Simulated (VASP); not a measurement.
Input of a VASP 6.6.1 run:

INCAR

```
PREC = Accurate
ENCUT = 520
EDIFF = 1E-7
ISMEAR = 0
SIGMA = 0.05
LREAL = F
LASPH = T
NELM = 100
ALGO = Normal
ISIF = 2
LWAVE = F
LCHARG = F
GGA = PE
IVDW = 12
NBANDS = 11
```

The input KPOINTS:

```
regular mesh
0
Gamma
  15 15 15
```

Contents of POSCAR:

```
C
1.0
    1.2324809262      0.7115731945      3.3609366220
   -1.2324809262      0.7115731945      3.3609366220
    0.0000000000     -1.4231463891      3.3609366220
C
2
Direct
    0.1595241764      0.1595241764      0.1595241764
    0.8404758236      0.8404758236      0.8404758236
```

Potentials or basis: VASP PAW PBE potentials, release 64 (C).

Launch:

```console
$ cat potpaw_PBE.64/C/POTCAR > POTCAR
$ mpirun -np 1 vasp_std > vasp.out
```

(1) What does it give for the largest force?

(2) What does it give for the dispersion energy per atom?

(3) Estimate the pressure.

Answers

(1) 2.354 eV/Å.

(2) -0.156 eV.

(3) -0.8 GPa.

Caveat: the cell differs from its parent crystal (mode 4 frozen in at -0.071 Å and mode 6 at +0.000 Å (largest displacements)); forces of over 1 eV/Å act on the atoms, so gaps and moduli don't describe the material at rest.
